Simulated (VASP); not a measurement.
# Bi2Te2O (P6/mmm) in VASP: further runs, part 2 of 2

VASP 6.6.1.

## 4. Single point, PBE

This run uses another cell than the first one, of 30.31 Å³/atom.

INCAR reads:

```
PREC     = Accurate       # precision mode
ENCUT    = 520            # plane-wave cutoff, eV
EDIFF    = 1E-6           # SCF threshold, eV
ISMEAR   = 0              # smearing method
SIGMA    = 0.1            # smearing width, eV
LREAL    = F              # projectors in reciprocal space
LASPH    = T              # aspherical terms in the spheres
NELM     = 100            # most SCF steps
ALGO     = Normal         # electronic algorithm
ISIF     = 2              # what is computed and relaxed
LWAVE    = F              # write WAVECAR
LCHARG   = T              # write CHGCAR
GGA      = PE             # functional
LELF     = T              # ELF
LVHAR    = T            
NBANDS   = 32             # bands
```

KPOINTS reads:

```
Automatic mesh
0
Gamma
  12 12 6
```

POSCAR reads:

```
Bi2Te2O
1.0
    5.1754211098      0.0000000000      0.0000000000
   -2.5877105549      4.4820461564      0.0000000000
    0.0000000000      0.0000000000      6.5334356312
Bi Te O
2 2 1
Direct
    0.3333333333      0.6666666667      0.5000000000
    0.6666666667      0.3333333333      0.5000000000
    0.3333333333      0.6666666667      0.0000000000
    0.6666666667      0.3333333333      0.0000000000
    0.0000000000      0.0000000000      0.0000000000
```

Potentials or basis: VASP PAW PBE potentials, release 64 (Bi_d, Te, O).

Launch:

```bash
> cat potpaw_PBE.64/Bi_d/POTCAR potpaw_PBE.64/Te/POTCAR potpaw_PBE.64/O/POTCAR > POTCAR
> mpirun -np 1 vasp_std > vasp.out
```

OUTCAR:

```text
PREC = Accurate
   ENCUT = 520
   EDIFF = 1E-6
   ISMEAR = 0
   LREAL = F
   LASPH = T
   NELM = 100
   ISIF = 2
   GGA = PE

 ion  position               nearest neighbor table
   1  0.333  0.667  0.500-   2 2.99   2 2.99   2 2.99   3 3.27   3 3.27
   2  0.667  0.333  0.500-   1 2.99   1 2.99   1 2.99   4 3.27   4 3.27
   3  0.333  0.667  0.000-   4 2.99   4 2.99   4 2.99   1 3.27   1 3.27
   4  0.667  0.333  0.000-   3 2.99   3 2.99   3 2.99   2 3.27   2 3.27
   5  0.000  0.000  0.000-

  LATTYP: Found a hexagonal cell.
 ALAT       =     5.1754211098
 C/A-ratio  =     1.2623969128

  Lattice vectors:

 A1 = (   5.1754211098,   0.0000000000,   0.0000000000)
 A2 = (  -2.5877105549,   4.4820461564,   0.0000000000)
 A3 = (   0.0000000000,   0.0000000000,   6.5334356312)

Analysis of symmetry for initial positions (statically):
=====================================================================
 Subroutine PRICEL returns:
 Original cell was already a primitive cell.

 Routine SETGRP: Setting up the symmetry group for a
 hexagonal supercell.

 Subroutine GETGRP returns: Found 24 space group operations
 (whereof 24 operations were pure point group operations)
 out of a pool of 24 trial point group operations.

The static configuration has the point symmetry D_6h.

Analysis of symmetry for dynamics (positions and initial velocities):
=====================================================================
 Subroutine PRICEL returns:
 Original cell was already a primitive cell.

 Routine SETGRP: Setting up the symmetry group for a
 hexagonal supercell.

 Subroutine GETGRP returns: Found 24 space group operations
 (whereof 24 operations were pure point group operations)
 out of a pool of 24 trial point group operations.

The dynamic configuration has the point symmetry D_6h.

 Subroutine INISYM returns: Found 24 space group operations
 (whereof 24 operations are pure point group operations),
 and found     1 'primitive' translations

----------------------------------------------------------------------------------------

                                     Primitive cell

  volume of cell :     151.5527

  direct lattice vectors                    reciprocal lattice vectors
     5.175421110  0.000000000  0.000000000     0.193220992  0.111556192  0.000000000
    -2.587710555  4.482046156  0.000000000     0.000000000  0.223112383  0.000000000
     0.000000000  0.000000000  6.533435631     0.000000000  0.000000000  0.153058828

  length of vectors
     5.175421110  5.175421110  6.533435631     0.223112383  0.223112383  0.153058828

  position of ions in fractional coordinates (direct lattice)
     0.333333333  0.666666667  0.500000000
     0.666666667  0.333333333  0.500000000
     0.333333333  0.666666667  0.000000000
     0.666666667  0.333333333  0.000000000
     0.000000000  0.000000000  0.000000000

  ion indices of the primitive-cell ions
   primitive index   ion index
                 1           1
                 2           2
                 3           3
                 4           4
                 5           5

[... 22 lines left out ...]
 ===========================================

 Found     76 irreducible k-points:

 Following reciprocal coordinates:
            Coordinates               Weight
  0.000000  0.000000  0.000000      1.000000
  0.083333  0.000000  0.000000      6.000000
  0.166667  0.000000  0.000000      6.000000
  0.250000  0.000000  0.000000      6.000000
  0.333333  0.000000  0.000000      6.000000
  0.416667 -0.000000  0.000000      6.000000
[... 16 lines left out ...]
  0.250000  0.000000  0.166667     12.000000
  0.333333  0.000000  0.166667     12.000000
 [... further k-points ...]
   k-points           NKPTS =     76   k-points in BZ     NKDIM =     76   number of bands    NBANDS=     32
   number of dos      NEDOS =    301   number of ions     NIONS =      5
   total plane-waves  NPLWV =  80000
   dimension x,y,z NGX =    40 NGY =   40 NGZ =   50
   dimension x,y,z NGXF=    80 NGYF=   80 NGZF=  100
   ions per type =               2   2   1
   NGX,Y,Z   is equivalent  to a cutoff of  12.85, 12.85, 12.72 a.u.
   NGXF,Y,Z  is equivalent  to a cutoff of  25.70, 25.70, 25.45 a.u.
 SYSTEM =  unknown system
   PREC   = accura    normal or accurate (medium, high low for compatibility)
   ISTART =      0    job   : 0-new  1-cont  2-samecut
   ICHARG =      2    charge: 1-file 2-atom 10-const
   ISPIN  =      1    spin polarized calculation?
   LNONCOLLINEAR =      F non collinear calculations
   LSORBIT =      F    spin-orbit coupling
   LASPH  =      T    aspherical Exc in radial PAW
   ENCUT  =  520.0 eV  38.22 Ry    6.18 a.u.   9.62  9.62 12.15*2*pi/ulx,y,z
   NELM   =    100;   NELMIN=  2; NELMDL= -5     # of ELM steps
   EDIFF  = 0.1E-05   stopping-criterion for ELM
   LREAL  =      F    real-space projection
   EDIFFG = 0.1E-04   stopping-criterion for IOM
   NSW    =      0    number of steps for IOM
   IBRION =     -1    ionic relax: 0-MD 1-quasi-New 2-CG
   NFREE  =      0    steps in history (QN), initial steepest desc. (CG)
   ISIF   =      2    stress and relaxation
   ISYM   =      2    0-nonsym 1-usesym 2-fastsym
   POTIM  = 0.5000    time-step for ionic-motion
   TEBEG  =    0.0;   TEEND  =   0.0 temperature during run
   PSTRESS=    0.0 pullay stress
   NELECT =      48.0000    total number of electrons
   NUPDOWN=      -1.0000    fix difference up-down
   EMIN   =  10.00;   EMAX   =-10.00  energy-range for DOS
   EFERMI =   0.00;   METHOD = LEGACY
   ISMEAR =     0;   SIGMA  =   0.10  broadening in eV -4-tet -1-fermi 0-gaus
   EFERMI_NEDOS =   21; number of points for ismear=-14 and -15
   IALGO  =     38    algorithm
   IMIX   =      4    mixing-type and parameters
     AMIX     =   0.40;   BMIX     =  1.00
     AMIX_MAG =   1.60;   BMIX_MAG =  1.00
  volume/ion in A,a.u.               =      30.31       204.55
  Fermi-wavevector in a.u.,A,eV,Ry     =   1.115922  2.108788 16.943104  1.245283
  Thomas-Fermi vector in A             =   2.252532
   LORBIT       =      0    0 simple, 1 ext, 2 COOP (PROOUT), +10 PAW based schemes
   GGA     = PE    functional components
   LHFCALC =     F    Hartree Fock is set to
   AEXX    =    0.0000 exact exchange contribution
   IVDW    =     0    specifies the selected vdW correction
   LEPSILON=     F    determine dielectric tensor
   LRPA    =     F    only Hartree local field effects (RPA)
 non-spin polarized calculation
 Gauss-broadening in eV      SIGMA  =   0.10
  energy-cutoff  :      520.00
  volume of cell :      151.55
 maximum number of plane-waves:      4153
 NGX is ok and might be reduce to    40
   NGX = 19   NGY = 19   NGZ = 25

 number of electron      47.9999991 magnetization

 Free energy of the ion-electron system (eV)
  ---------------------------------------------------
  ext. energy  EPLUGINS =         0.00000000
  ---------------------------------------------------
  free energy    TOTEN  =       -17.51504388 eV

  energy without entropy =      -17.50046996  energy(sigma->0) =      -17.50775692

 E-fermi :   5.3789     XC(G=0):  -9.1560

 val. band max:        5.3764499433   @ k =   0.4167   0.1667   0.5000
 cond. band min:       5.3905535706   @ k =   0.2500   0.1667   0.0000
 fundamental gap:      0.0141036274
 Fermi energy:         5.3788845125

 k-point     1 :       0.0000    0.0000    0.0000
  band No.  band energies     occupation
      1     -17.6764      2.00000
      2     -17.6097      2.00000
      3     -17.6097      2.00000
      4     -17.5869      2.00000
      5     -17.5869      2.00000
      6     -17.4452      2.00000
[... 829 lines left out ...]
     31       9.8860      0.00000
     32      10.8654      0.00000

 [... further k-points ...]

------------------------ aborting loop because EDIFF is reached ----------------------------------------

  FORCE on cell =-STRESS in cart. coord.  units (eV):
  Direction    XX          YY          ZZ          XY          YZ          ZX
  --------------------------------------------------------------------------------------
  -------------------------------------------------------------------------------------
  Total       -0.1009446     -0.1009446     -0.0701073      0.0000000     -0.0000000      0.0000000
  in kB       -1.0671611     -1.0671611     -0.7411574      0.0000000     -0.0000000      0.0000000
  external PRESSURE =      -0.9584932 kB  Pullay stress =       0.0000000 kB

 VOLUME and BASIS-vectors are now :
 -----------------------------------------------------------------------------
  energy-cutoff  :      520.00
  volume of cell :      151.55
      direct lattice vectors                 reciprocal lattice vectors
     5.175421110  0.000000000  0.000000000     0.193220992  0.111556192  0.000000000
    -2.587710555  4.482046156  0.000000000     0.000000000  0.223112383  0.000000000
     0.000000000  0.000000000  6.533435631     0.000000000  0.000000000  0.153058828

 POSITION                                       TOTAL-FORCE (eV/Angst)
 -----------------------------------------------------------------------------------
     -0.00000      2.98803      3.26672        -0.000000      0.000000      0.000000
      2.58771      1.49402      3.26672         0.000000     -0.000000     -0.000000
     -0.00000      2.98803      0.00000         0.000000      0.000000      0.000000
      2.58771      1.49402      0.00000        -0.000000      0.000000      0.000000
      0.00000      0.00000      0.00000         0.000000      0.000000      0.000000
 -----------------------------------------------------------------------------------
    total drift:                               -0.000000      0.000000      0.000000

  FREE ENERGIE OF THE ION-ELECTRON SYSTEM (eV)
  ---------------------------------------------------
  free  energy   TOTEN  =       -17.5150438833 eV

  energy  without entropy=      -17.5004699649  energy(sigma->0) =      -17.50775692
```

Run time: 12 min. Hardware: 1 thread of Intel Xeon 8259CL, shared host; peak memory 0.5 GiB.

Results:

* Free energy: -17.5150 eV
* Pressure: -0.1 GPa
* Band gap on the k mesh: zero (bands 24 and 25 overlap by 1.05 eV)

Levels at points of the mesh, in eV from the Fermi level:
```
           k point  band 20  band 21  band 22  band 23  band 24  band 25  band 26  band 27  band 28  band 29
(0.00, 0.00, 0.00)    -2.51    -2.12    -2.12    -2.00    -0.40     1.48     1.48     1.82     2.94     2.94
(0.50, 0.00, 0.00)    -2.65    -1.08    -0.95    -0.65    -0.26     1.19     2.02     2.72     3.65     3.76
(0.00, 0.00, 0.50)    -2.51    -2.48    -2.48    -2.07    -0.25     0.20     1.52     1.52     2.07     2.53
(0.50, 0.00, 0.50)    -1.84    -1.40    -1.29    -0.81    -0.29    -0.15     0.16     1.35     2.17     3.21
```

Caveat: spin-orbit coupling is left out, which moves the levels of the heavy elements.

## 5. Overview

| task | cell | k mesh | cutoff (eV) | gap on the mesh (eV) | pressure (GPa) | relaxed volume (Å³/atom) |
| --- | --- | --- | --- | --- | --- | --- |
| relaxation of cell and atoms | relaxed from a = 6.042, b = 6.042, c = 5.442 Å, angles 90.0, 90.0, 120.0°, 5 atoms | 3 × 3 × 4 | 600 | none | 0.2 | 29.94 |
| relaxation of cell and atoms | relaxed from a = 5.152, b = 5.152, c = 6.516 Å, angles 90.0, 90.0, 120.0°, 5 atoms | 6 × 6 × 4 | 600 | none | 0.0 | 30.24 |
| single point | a = 5.175, b = 5.175, c = 6.533 Å, angles 90.0, 90.0, 120.0°, 5 atoms | 12 × 12 × 6 | 520 | none | -0.1 | - |

Alike in all rows: level PBE; potentials or basis VASP PAW PBE potentials, release 64 (Bi_d, Te, O); no spin polarisation; smearing gaussian 0.1 eV.

Caveats: some runs use coarse meshes; spin-orbit coupling is left out, which moves the levels of the heavy elements; a cell axis changed by over 15 % at a fixed basis, so the end point is rough (at least some runs).

Absolute energies hang on the potentials; compare differences alone.

The gap in the log of VASP goes by the Fermi energy; the results here count the filled bands.